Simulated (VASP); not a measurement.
# Al3Co2Ni (P4/mmm) in VASP: single point with PBE

Aim: the single point of Al3Co2Ni with PBE.

Program: VASP 6.6.1. These are calculated values, not measurements. Logs are shortened: lines on timing, memory, paths and dates and some standing lists are left out, and cuts for length are marked.

## Step 1: The cell of the first run

Symmetry: P4/mmm, No. 123, tetragonal system. The conventional cell has a = 2.875 Å, b = 2.875 Å, c = 8.568 Å, α = 90.00°, β = 90.00°, γ = 90.00°. Al (site symmetry 4mm) has 4 Co at 2.47 Å and 4 Ni at 2.50 Å and 6 Al at 2.83 to 2.91 Å within 3.3 Å. Al (site symmetry 4/mmm) has 8 Co at 2.49 Å and 6 Al at 2.83 to 2.87 Å within 3.3 Å. Within 3.3 Å of Ni (site symmetry 4/mmm) lie 8 Al at 2.50 Å and 2 Co at 2.85 Å and 4 Ni at 2.87 Å. Co (site symmetry 4mm) has 8 Al at 2.47 to 2.49 Å and 1 Ni at 2.85 Å and 5 Co at 2.87 Å within 3.3 Å.

## Step 2: Single point, PBE, collinear spin, ferromagnetic start

File INCAR:

```
SYSTEM = Al3Co2Ni
PREC = Accurate
ENCUT = 520
EDIFF = 1E-7
ISMEAR = 0
SIGMA = 0.1
LREAL = .FALSE.
LASPH = .TRUE.
NELM = 150
ALGO = Fast
ISIF = 2
LWAVE = .FALSE.
LCHARG = .FALSE.
ISPIN = 2
MAGMOM = 0 0 0 0 -0.38 -0.38
LORBIT = 11
LMAXMIX = 4
GGA = PE
NBANDS = 32
```

File KPOINTS:

```
Automatic mesh
0
G
  6 6 2
  0 0 0
```

File POSCAR:

```
Al3Co2Ni
1.0
    2.8748741000      0.0000000000      0.0000000000
    0.0000000000      2.8748741000      0.0000000000
    0.0000000000      0.0000000000      8.5684034000
Al Ni Co
3 1 2
Direct
    0.5000000000      0.5000000000      0.8301950000
    0.5000000000      0.5000000000      0.5000000000
    0.5000000000      0.5000000000      0.1698050000
    0.0000000000      0.0000000000      0.0000000000
    0.0000000000      0.0000000000      0.6671980000
    0.0000000000      0.0000000000      0.3328020000
```

Potentials or basis: VASP PAW PBE potentials, release 64 (Al, Ni, Co).

Launch:

```bash
cat potpaw_PBE.64/Al/POTCAR potpaw_PBE.64/Ni/POTCAR potpaw_PBE.64/Co/POTCAR > POTCAR
mpirun -np 1 vasp_std > vasp.out
```

OUTCAR:

```text
SYSTEM = Al3Co2Ni
   PREC = Accurate
   ENCUT = 520
   EDIFF = 1E-7
   ISMEAR = 0
   LREAL = .FALSE.
   LASPH = .TRUE.
   NELM = 150
   ISIF = 2
   ISPIN = 2
   LORBIT = 11
   GGA = PE

 ion  position               nearest neighbor table
   1  0.500  0.500  0.830-   5 2.47   5 2.47   5 2.47   5 2.47   4 2.50   4 2.50   4 2.50   4 2.50
                             2 2.83   3 2.91
   2  0.500  0.500  0.500-   5 2.49   6 2.49   5 2.49   6 2.49   5 2.49   6 2.49   5 2.49   6 2.49
                             1 2.83   3 2.83
   3  0.500  0.500  0.170-   6 2.47   6 2.47   6 2.47   6 2.47   4 2.50   4 2.50   4 2.50   4 2.50
                             2 2.83   1 2.91
   4  0.000  0.000  0.000-   1 2.50   3 2.50   1 2.50   3 2.50   1 2.50   3 2.50   1 2.50   3 2.50
                             5 2.85   6 2.85
   5  0.000  0.000  0.667-   1 2.47   1 2.47   1 2.47   1 2.47   2 2.49   2 2.49   2 2.49   2 2.49
                             4 2.85   6 2.87
   6  0.000  0.000  0.333-   3 2.47   3 2.47   3 2.47   3 2.47   2 2.49   2 2.49   2 2.49   2 2.49
                             4 2.85   5 2.87

  LATTYP: Found a simple tetragonal cell.
 ALAT       =     2.8748741000
 C/A-ratio  =     2.9804447436

  Lattice vectors:

 A1 = (   2.8748741000,   0.0000000000,   0.0000000000)
 A2 = (   0.0000000000,   2.8748741000,   0.0000000000)
 A3 = (   0.0000000000,   0.0000000000,   8.5684034000)

Analysis of symmetry for initial positions (statically):
=====================================================================
 Subroutine PRICEL returns:
 Original cell was already a primitive cell.

 Routine SETGRP: Setting up the symmetry group for a
 simple tetragonal supercell.

 Subroutine GETGRP returns: Found 16 space group operations
 (whereof 16 operations were pure point group operations)
 out of a pool of 16 trial point group operations.

The static configuration has the point symmetry D_4h.

Analysis of symmetry for dynamics (positions and initial velocities):
=====================================================================
 Subroutine PRICEL returns:
 Original cell was already a primitive cell.

 Routine SETGRP: Setting up the symmetry group for a
 simple tetragonal supercell.

 Subroutine GETGRP returns: Found 16 space group operations
 (whereof 16 operations were pure point group operations)
 out of a pool of 16 trial point group operations.

The dynamic configuration has the point symmetry D_4h.

Analysis of structural, dynamic, and magnetic symmetry:
=====================================================================
 Subroutine PRICEL returns:
 Original cell was already a primitive cell.

 Routine SETGRP: Setting up the symmetry group for a
 simple tetragonal supercell.

 Subroutine GETGRP returns: Found 16 space group operations
 (whereof 16 operations were pure point group operations)
 out of a pool of 16 trial point group operations.

The overall configuration has the point symmetry D_4h.

 Subroutine INISYM returns: Found 16 space group operations
 (whereof 16 operations are pure point group operations),
 and found     1 'primitive' translations

----------------------------------------------------------------------------------------

                                     Primitive cell

  volume of cell :      70.8170

  direct lattice vectors                    reciprocal lattice vectors
     2.874874100  0.000000000  0.000000000     0.347841319  0.000000000  0.000000000
     0.000000000  2.874874100  0.000000000     0.000000000  0.347841319  0.000000000
     0.000000000  0.000000000  8.568403400     0.000000000  0.000000000  0.116707857

  length of vectors
     2.874874100  2.874874100  8.568403400     0.347841319  0.347841319  0.116707857

  position of ions in fractional coordinates (direct lattice)
     0.500000000  0.500000000  0.830195000
     0.500000000  0.500000000  0.500000000
     0.500000000  0.500000000  0.169805000
     0.000000000  0.000000000  0.000000000
[... 42 lines left out ...]
  0.333333  0.000000  0.000000      4.000000
  0.500000  0.000000  0.000000      2.000000
  0.166667  0.166667  0.000000      4.000000
  0.333333  0.166667  0.000000      8.000000
[... 12 lines left out ...]
  0.500000  0.333333  0.500000      4.000000
  0.500000  0.500000  0.500000      1.000000
   k-points           NKPTS =     20   k-points in BZ     NKDIM =     20   number of bands    NBANDS=     32
   number of dos      NEDOS =    301   number of ions     NIONS =      6
   total plane-waves  NPLWV =  36864
   dimension x,y,z NGX =    24 NGY =   24 NGZ =   64
   dimension x,y,z NGXF=    48 NGYF=   48 NGZF=  128
   ions per type =               3   1   2
   NGX,Y,Z   is equivalent  to a cutoff of  13.88, 13.88, 12.42 a.u.
   NGXF,Y,Z  is equivalent  to a cutoff of  27.76, 27.76, 24.83 a.u.
 SYSTEM =  Al3Co2Ni
   PREC   = accura    normal or accurate (medium, high low for compatibility)
   ISTART =      0    job   : 0-new  1-cont  2-samecut
   ICHARG =      2    charge: 1-file 2-atom 10-const
   ISPIN  =      2    spin polarized calculation?
   LNONCOLLINEAR =      F non collinear calculations
   LSORBIT =      F    spin-orbit coupling
   LASPH  =      T    aspherical Exc in radial PAW
   ENCUT  =  520.0 eV  38.22 Ry    6.18 a.u.   5.35  5.35 15.93*2*pi/ulx,y,z
   NELM   =    150;   NELMIN=  2; NELMDL= -5     # of ELM steps
   EDIFF  = 0.1E-06   stopping-criterion for ELM
   LREAL  =      F    real-space projection
   EDIFFG = 0.1E-05   stopping-criterion for IOM
   NSW    =      0    number of steps for IOM
   IBRION =     -1    ionic relax: 0-MD 1-quasi-New 2-CG
   NFREE  =      0    steps in history (QN), initial steepest desc. (CG)
   ISIF   =      2    stress and relaxation
   ISYM   =      2    0-nonsym 1-usesym 2-fastsym
   POTIM  = 0.5000    time-step for ionic-motion
   TEBEG  =    0.0;   TEEND  =   0.0 temperature during run
   PSTRESS=    0.0 pullay stress
   NELECT =      37.0000    total number of electrons
   NUPDOWN=      -1.0000    fix difference up-down
   EMIN   =  10.00;   EMAX   =-10.00  energy-range for DOS
   EFERMI =   0.00;   METHOD = LEGACY
   ISMEAR =     0;   SIGMA  =   0.10  broadening in eV -4-tet -1-fermi 0-gaus
   EFERMI_NEDOS =   21; number of points for ismear=-14 and -15
   IALGO  =     68    algorithm
   IMIX   =      4    mixing-type and parameters
     AMIX     =   0.40;   BMIX     =  1.00
     AMIX_MAG =   1.60;   BMIX_MAG =  1.00
  volume/ion in A,a.u.               =      11.80        79.65
  Fermi-wavevector in a.u.,A,eV,Ry     =   1.318549  2.491696 23.654695  1.738571
  Thomas-Fermi vector in A             =   2.448511
   LORBIT       =     11    0 simple, 1 ext, 2 COOP (PROOUT), +10 PAW based schemes
   GGA     = PE    functional components
   LHFCALC =     F    Hartree Fock is set to
   AEXX    =    0.0000 exact exchange contribution
   IVDW    =     0    specifies the selected vdW correction
   LEPSILON=     F    determine dielectric tensor
   LRPA    =     F    only Hartree local field effects (RPA)
 spin polarized calculation
 RMM-DIIS sequential band-by-band and
 Gauss-broadening in eV      SIGMA  =   0.10
  energy-cutoff  :      520.00
  volume of cell :       70.82
 maximum number of plane-waves:      1936
 NGX is ok and might be reduce to    24
   NGX = 11   NGY = 11   NGZ = 31

 number of electron      37.0000004 magnetization      -0.0004253

 Free energy of the ion-electron system (eV)
  ---------------------------------------------------
  ext. energy  EPLUGINS =         0.00000000
  ---------------------------------------------------
  free energy    TOTEN  =       -34.43544372 eV

  energy without entropy =      -34.41065946  energy(sigma->0) =      -34.42305159

 E-fermi :  10.3250     XC(G=0): -12.1484

 val. band max:       10.2852770760   @ k =   0.3333   0.0000   0.0000
 cond. band min:      10.3260198947   @ k =   0.5000   0.0000   0.0000
 fundamental gap:      0.0407428187
 Fermi energy:        10.3249984768

 spin component 1

 k-point     1 :       0.0000    0.0000    0.0000
  band No.  band energies     occupation
      1      -0.7660      1.00000
      2       1.2604      1.00000
      3       1.2758      1.00000
      4       6.0657      1.00000
      5       6.1033      1.00000
      6       7.1510      1.00000
[... 649 lines left out ...]
     29      15.3055      0.00000
     30      15.3055      0.00000
 Fermi energy:        10.3249984768

 spin component 2

 k-point     1 :       0.0000    0.0000    0.0000
  band No.  band energies     occupation
      1      -0.7659      1.00000
      2       1.2605      1.00000
      3       1.2759      1.00000
      4       6.0657      1.00000
      5       6.1032      1.00000
      6       7.1509      1.00000
[... 649 lines left out ...]
     29      15.3055      0.00000
     30      15.3055      0.00000
 [bands above 30 left out]

------------------------ aborting loop because EDIFF is reached ----------------------------------------

  FORCE on cell =-STRESS in cart. coord.  units (eV):
  Direction    XX          YY          ZZ          XY          YZ          ZX
  --------------------------------------------------------------------------------------
  -------------------------------------------------------------------------------------
  Total       -0.5583929     -0.5583929      0.9628097      0.0000000      0.0000000      0.0000000
  in kB      -12.6331856    -12.6331856     21.7827891      0.0000000      0.0000000      0.0000000
  external PRESSURE =      -1.1611941 kB  Pullay stress =       0.0000000 kB

 VOLUME and BASIS-vectors are now :
 -----------------------------------------------------------------------------
  energy-cutoff  :      520.00
  volume of cell :       70.82
      direct lattice vectors                 reciprocal lattice vectors
     2.874874100  0.000000000  0.000000000     0.347841319  0.000000000  0.000000000
     0.000000000  2.874874100  0.000000000     0.000000000  0.347841319  0.000000000
     0.000000000  0.000000000  8.568403400     0.000000000  0.000000000  0.116707857

 POSITION                                       TOTAL-FORCE (eV/Angst)
 -----------------------------------------------------------------------------------
      1.43744      1.43744      7.11345         0.000000     -0.000000      0.082237
      1.43744      1.43744      4.28420        -0.000000      0.000000      0.000000
      1.43744      1.43744      1.45496        -0.000000     -0.000000     -0.082237
      0.00000      0.00000      0.00000        -0.000000      0.000000      0.000000
      0.00000      0.00000      5.71682        -0.000000      0.000000     -0.062676
      0.00000      0.00000      2.85158        -0.000000      0.000000      0.062676
 -----------------------------------------------------------------------------------
    total drift:                                0.000000      0.000000      0.000000

  FREE ENERGIE OF THE ION-ELECTRON SYSTEM (eV)
  ---------------------------------------------------
  free  energy   TOTEN  =       -34.4354437181 eV

  energy  without entropy=      -34.4106594576  energy(sigma->0) =      -34.42305159

 total charge

# of ion       s       p       d       tot
------------------------------------------
    1        0.389   0.421   0.000   0.810
    2        0.391   0.421   0.000   0.812
    3        0.389   0.421   0.000   0.810
    4        0.475   0.511   8.467   9.453
    5        0.432   0.490   7.514   8.435
    6        0.432   0.490   7.514   8.435
--------------------------------------------------
tot          2.508   2.752  23.495  28.755

 magnetization (x)

# of ion       s       p       d       tot
------------------------------------------
    1        0.000   0.000   0.000   0.000
    2        0.000   0.000   0.000   0.000
    3        0.000   0.000   0.000   0.000
    4       -0.000   0.000  -0.000  -0.000
    5       -0.000   0.000  -0.000  -0.000
    6       -0.000   0.000  -0.000  -0.000
--------------------------------------------------
tot         -0.000   0.000  -0.001  -0.001
```

Run time: 2.3 min. Hardware: 1 thread of AMD EPYC 7R13 (Zen 3), shared host; peak memory 0.22 GiB.

Results:

```yaml
Free_energy: -34.4354 eV
Pressure: -0.1 GPa
Largest_force: 0.082 eV/Å
Net_moment: 0.00 μB per cell
Valence_electrons_inside_the_program's_atomic_spheres: Al 0.81; Ni 9.45; Co 8.44
```

Forces on the atoms (eV/Å):
```
Al   0.000  0.000  0.082
Al   0.000  0.000  0.000
Al   0.000  0.000 -0.082
Ni   0.000  0.000  0.000
Co   0.000  0.000 -0.063
Co   0.000  0.000  0.063
```

Levels at points of the mesh, in eV from the Fermi level:
Spin up:
| k point | band 16 | band 17 | band 18 | band 19 | band 20 | band 21 | band 22 | band 23 |
| --- | --- | --- | --- | --- | --- | --- | --- | --- |
| (0.00, 0.00, 0.00) | -0.95 | -0.84 | -0.79 | 0.18 | 0.63 | 5.63 | 5.63 | 5.88 |
| (0.50, 0.00, 0.00) | -1.58 | -1.29 | -0.83 | -0.79 | 0.00 | 0.09 | 3.50 | 3.80 |
| (0.50, 0.50, 0.00) | -0.26 | -0.24 | 0.78 | 0.78 | 0.90 | 0.90 | 1.75 | 2.25 |
| (0.00, 0.00, 0.50) | -1.06 | -0.84 | -0.78 | -0.06 | 2.79 | 2.91 | 6.29 | 6.29 |
| (0.50, 0.00, 0.50) | -1.57 | -1.19 | -0.91 | -0.83 | -0.12 | 0.12 | 2.08 | 3.06 |
| (0.50, 0.50, 0.50) | -0.64 | -0.45 | -0.26 | -0.24 | 1.84 | 2.19 | 2.19 | 2.20 |
Spin down:
```csv
k point,band 15,band 16,band 17,band 18,band 19,band 20,band 21,band 22,band 23,band 24
"(0.00, 0.00, 0.00)",-0.95,-0.95,-0.84,-0.79,0.17,0.63,5.63,5.63,5.88,8.09
"(0.50, 0.00, 0.00)",-1.67,-1.58,-1.29,-0.83,-0.79,0.00,0.09,3.50,3.80,3.83
"(0.50, 0.50, 0.00)",-1.09,-0.26,-0.24,0.78,0.78,0.90,0.90,1.75,2.25,2.36
"(0.00, 0.00, 0.50)",-1.06,-1.06,-0.84,-0.78,-0.06,2.79,2.91,6.29,6.29,6.36
"(0.50, 0.00, 0.50)",-1.68,-1.57,-1.19,-0.91,-0.83,-0.12,0.12,2.08,3.06,6.37
"(0.50, 0.50, 0.50)",-0.64,-0.64,-0.45,-0.26,-0.24,1.84,2.19,2.19,2.20,2.36
```

Caveat: the k points lie up to 0.37 Å⁻¹ apart.
